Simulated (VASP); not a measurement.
# BN (R3m) in VASP: a series of runs, part 2 of 2

VASP 6.6.1. The steps go on from the part before.

### 4 Single point, PBE

This run uses another cell than the first one, of 11.42 Å³/atom.

The input, INCAR:

```
SYSTEM = BN
ALGO = Normal
EDIFF = 1E-6
ENCUT = 520
GGA = PE
ISIF = 2
ISMEAR = 0
LASPH = .TRUE.
LCHARG = .FALSE.
LREAL = .FALSE.
LWAVE = .FALSE.
NBANDS = 11
NELM = 60
PREC = Accurate
SIGMA = 0.02
```

The input, KPOINTS:

```
k-points
0
G
  12 12 12
  0 0 0
```

The input, POSCAR:

```
BN
1.0
    1.2560727283      0.7251939278      4.1792946084
   -1.2560727283      0.7251939278      4.1792946084
    0.0000000000     -1.4503878557      4.1792946084
B N
1 1
Direct
    0.9995556257      0.9995556257      0.9995556257
    0.3328773743      0.3328773743      0.3328773743
```

Potentials or basis: VASP PAW PBE potentials, release 64 (B, N).

Started as:

```
$ cat potpaw_PBE.64/B/POTCAR potpaw_PBE.64/N/POTCAR > POTCAR
$ mpirun -np 1 vasp_std > vasp.out
```

OUTCAR:

```text
SYSTEM = BN
   EDIFF = 1E-6
   ENCUT = 520
   GGA = PE
   ISIF = 2
   ISMEAR = 0
   LASPH = .TRUE.
   LREAL = .FALSE.
   NELM = 60
   PREC = Accurate

 ion  position               nearest neighbor table
   1  1.000  1.000  1.000-   2 1.45   2 1.45   2 1.45
   2  0.333  0.333  0.333-   1 1.45   1 1.45   1 1.45

  LATTYP: Found a trigonal (rhomboedric) cell.
 ALAT       =     4.4238137795
 COS(alpha) =     0.8387625599

  Lattice vectors:

 A1 = (   1.2560727283,   0.7251939278,   4.1792946084)
 A2 = (  -1.2560727283,   0.7251939278,   4.1792946084)
 A3 = (   0.0000000000,  -1.4503878557,   4.1792946084)

Analysis of symmetry for initial positions (statically):
=====================================================================
 Subroutine PRICEL returns:
 Original cell was already a primitive cell.

 Routine SETGRP: Setting up the symmetry group for a
 trigonal (rhombohedral) supercell.

 Subroutine GETGRP returns: Found  6 space group operations
 (whereof  6 operations were pure point group operations)
 out of a pool of 12 trial point group operations.

The static configuration has the point symmetry C_3v.

Analysis of symmetry for dynamics (positions and initial velocities):
[... 165 lines left out ...]
 Fermi energy:         0.6945195626

 k-point     1 :       0.0000    0.0000    0.0000
  band No.  band energies     occupation
      1     -17.0402      2.00000
      2      -4.3009      2.00000
      3      -0.7577      2.00000
      4      -0.7577      2.00000
      5       4.9801      0.00000
      6      12.1088      0.00000
      7      12.1088      0.00000
      8      12.9484      0.00000
      9      14.1729      0.00000
     10      21.4016      0.00000
     11      25.7912      0.00000
[... 309 lines left out ...]
 k-point    24 :      -0.4167    0.1667   -0.0000
  band No.  band energies     occupation
      1     -13.7259      2.00000
      2      -7.9474      2.00000
      3      -4.8670      2.00000
      4       0.1068      2.00000
      5       5.5305      0.00000
      6      11.8968      0.00000
      7      13.5258      0.00000
      8      14.3171      0.00000
      9      16.5065      0.00000
     10      20.2874      0.00000
     11      21.6634      0.00000

 [... further k-points ...]
[... 5 lines left out ...]
  --------------------------------------------------------------------------------------
  -------------------------------------------------------------------------------------
  Total        0.0175473      0.0175473     -0.0109663      0.0000000      0.0000000      0.0000000
  in kB        1.2308268      1.2308268     -0.7692129      0.0000000      0.0000000      0.0000000
  external PRESSURE =       0.5641469 kB  Pullay stress =       0.0000000 kB

 VOLUME and BASIS-vectors are now :
 -----------------------------------------------------------------------------
  energy-cutoff  :      520.00
  volume of cell :       22.84
      direct lattice vectors                 reciprocal lattice vectors
     1.256072728  0.725193928  4.179294608     0.398066122  0.229823583  0.079758276
    -1.256072728  0.725193928  4.179294608    -0.398066122  0.229823583  0.079758276
     0.000000000 -1.450387856  4.179294608     0.000000000 -0.459647165  0.079758276

 POSITION                                       TOTAL-FORCE (eV/Angst)
 -----------------------------------------------------------------------------------
      0.00000     -0.00000     12.53231         0.000000     -0.000000      0.000127
      0.00000     -0.00000      4.17358         0.000000      0.000000     -0.000127
 -----------------------------------------------------------------------------------
    total drift:                                0.000000     -0.000000      0.000066

  FREE ENERGIE OF THE ION-ELECTRON SYSTEM (eV)
  ---------------------------------------------------
  free  energy   TOTEN  =       -17.6034413987 eV

  energy  without entropy=      -17.6034413987  energy(sigma->0) =      -17.60344140
```

stdout:

```text
POSCAR found type information on POSCAR B N
 POSCAR found :  2 types and       2 ions
 scaLAPACK will be used
 LDA part: xc-table for (Slater+PW92), standard interpolation
 POSCAR, INCAR and KPOINTS ok, starting setup
 FFT: planning ... GRIDC
 FFT: planning ... GRID_SOFT
 FFT: planning ... GRID
 WAVECAR not read
 entering main loop
```

Run time: 2.2 min. Hardware: 1 thread of Intel Xeon 8259CL, shared host; peak memory 0.22 GiB.

Results:

- Free energy: -17.6034 eV
- Pressure: 0.1 GPa
- Band gap on the k mesh: 4.39 eV (least direct gap 4.66 eV)

Levels at points of the mesh, in eV from the valence-band top:
```csv
k point,band 2,band 3,band 4,band 5,band 6,band 7
"(0.00, 0.00, 0.00)",-4.89,-1.35,-1.35,4.39,11.52,11.52
"(0.50, 0.00, 0.00)",-8.86,-4.12,-0.83,4.97,9.60,12.35
"(0.50, 0.50, 0.00)",-8.84,-4.12,-0.97,4.58,9.78,13.09
"(0.50, 0.50, 0.50)",-5.49,-1.35,-1.35,7.74,10.06,11.51
```

A k mesh can miss the band edges.

### 5 Relaxation of cell and atoms, PBE

This run uses another cell than the first one, of 11.42 Å³/atom.

The input, INCAR:

```
PREC = Accurate
ENCUT = 600
EDIFF = 1E-6
ISMEAR = 0
SIGMA = 0.02
LREAL = False
LASPH = True
NELM = 60
ALGO = Normal
ISIF = 3
LWAVE = False
LCHARG = False
GGA = PE
IBRION = 2
NSW = 100
EDIFFG = -0.005
```

The input, KPOINTS:

```
regular mesh
0
Gamma
  12 12 12
```

POSCAR is that of step 4.

Started as:

```
$ cat potpaw_PBE.64/B/POTCAR potpaw_PBE.64/N/POTCAR > POTCAR
$ mpirun -np 1 vasp_std > vasp.out
```

It took 16 min on 1 thread of Intel Xeon 8259CL, shared host; peak memory 0.23 GiB.

Results (log left out):

```yaml
Free_energy: -17.6076 eV
Relaxed_volume: 10.81 Å³/atom
Relaxed_cell: a = 4.215 Å, b = 4.215 Å, c = 4.215 Å, α = 34.67°, β = 34.67°, γ = 34.67°
Space_group_after_relaxing_to_0.1_Å: R3m (No. 160)
Energy_gained_by_relaxing: 0.4 meV/atom
Ionic_steps: 20
Pressure_after_relaxing: 0.0 GPa
Band_gap_on_the_k_mesh: 4.52 eV (least direct gap 4.66 eV)
```

Forces on the atoms (eV/Å):
```
B    0.000  0.000 -0.003
N    0.000  0.000  0.003
```

Step by step:
| step | energy change (eV) | largest force (eV/Å) | pressure (GPa) | volume (Å³) |
| --- | --- | --- | --- | --- |
| 1 | 0.0000 | 0.0001 | -0.08 | 22.84 |
| 2 | 0.0000 | 0.0000 | -0.01 | 22.82 |
| 3 | 0.0000 | 0.0006 | 0.22 | 22.77 |
| 4 | 0.0000 | 0.0006 | 0.20 | 22.76 |
| 5 | 0.0000 | 0.0006 | 0.22 | 22.76 |
| 6 | 0.0000 | 0.0007 | 0.23 | 22.75 |
| 7 | 0.0000 | 0.0009 | 0.25 | 22.73 |
| 8 | -0.0001 | 0.0012 | 0.29 | 22.69 |
| 9 | -0.0001 | 0.0018 | 0.37 | 22.60 |
| 10 | -0.0002 | 0.0031 | 0.49 | 22.44 |
| 11 | -0.0004 | 0.0055 | 0.77 | 22.10 |
| 12 | -0.0004 | 0.0055 | 0.73 | 22.08 |
| 13 | -0.0005 | 0.0054 | 0.60 | 22.02 |
| 14 | -0.0007 | 0.0052 | 0.29 | 21.89 |
| 15 | -0.0008 | 0.0048 | -0.30 | 21.63 |
| 16 | -0.0009 | 0.0049 | -0.22 | 21.67 |
| 17 | -0.0009 | 0.0049 | -0.23 | 21.66 |
| 18 | -0.0009 | 0.0049 | -0.26 | 21.65 |
| 19 | -0.0009 | 0.0039 | -0.15 | 21.64 |
| 20 | -0.0009 | 0.0026 | 0.01 | 21.63 |

Final structure:
```
CELL_PARAMETERS angstrom
1.25596 0.72513 3.95791
-1.25596 0.72513 3.95791
0.00000 -1.45026 3.95791
ATOMIC_POSITIONS crystal
B 0.99957 0.99957 0.99957
N 0.33286 0.33286 0.33286
```

Levels at points of the mesh, in eV from the valence-band top:
| k point | band 1 | band 2 | band 3 | band 4 | band 5 | band 6 | band 7 | band 8 |
| --- | --- | --- | --- | --- | --- | --- | --- | --- |
| (0.00, 0.00, 0.00) | -17.64 | -4.77 | -1.34 | -1.34 | 4.52 | 11.53 | 11.53 | 12.57 |
| (0.50, 0.00, 0.00) | -14.56 | -8.86 | -4.11 | -0.79 | 5.02 | 9.62 | 12.47 | 13.73 |
| (0.50, 0.50, 0.00) | -14.54 | -8.83 | -4.12 | -1.00 | 4.52 | 9.79 | 13.31 | 15.45 |
| (0.50, 0.50, 0.50) | -17.58 | -5.59 | -1.35 | -1.35 | 8.29 | 10.67 | 11.51 | 11.51 |

### 6 Summary

| task | cell | cutoff (eV) | gap on the mesh (eV) | pressure (GPa) | largest force (eV/Å) |
| --- | --- | --- | --- | --- | --- |
| single point | a = 3.549 Å, angles 40.4°, 2 atoms, atomic positions A | 520 | 4.41 | 20.3 | 0.69 |
| single point | a = 3.580 Å, angles 42.0°, 2 atoms, atomic positions B | 520 | 2.29 | -23.9 | 5.89 |
| single point | a = 4.424 Å, angles 33.0°, 2 atoms, atomic positions C | 520 | 4.39 | 0.1 | - |
| relaxation of cell and atoms | relaxed from a = 4.424 Å, angles 33.0°, 2 atoms, atomic positions C | 600 | 4.52 | 0.0 | - |

Alike in all rows: level PBE; potentials or basis VASP PAW PBE potentials, release 64 (B, N); no spin polarisation; k mesh 12 × 12 × 12; smearing gaussian 0.02 eV.

Caveats: the stress differs along the axes, from 3 to 29 GPa (at least some runs); the stress differs along the axes, from -35 to -18 GPa (at least some runs); forces of over 1 eV/Å act on the atoms, so gaps and moduli don't describe the material at rest (at least some runs).

Total energies depend on the potentials used, so only differences within one code and one set of settings carry meaning.
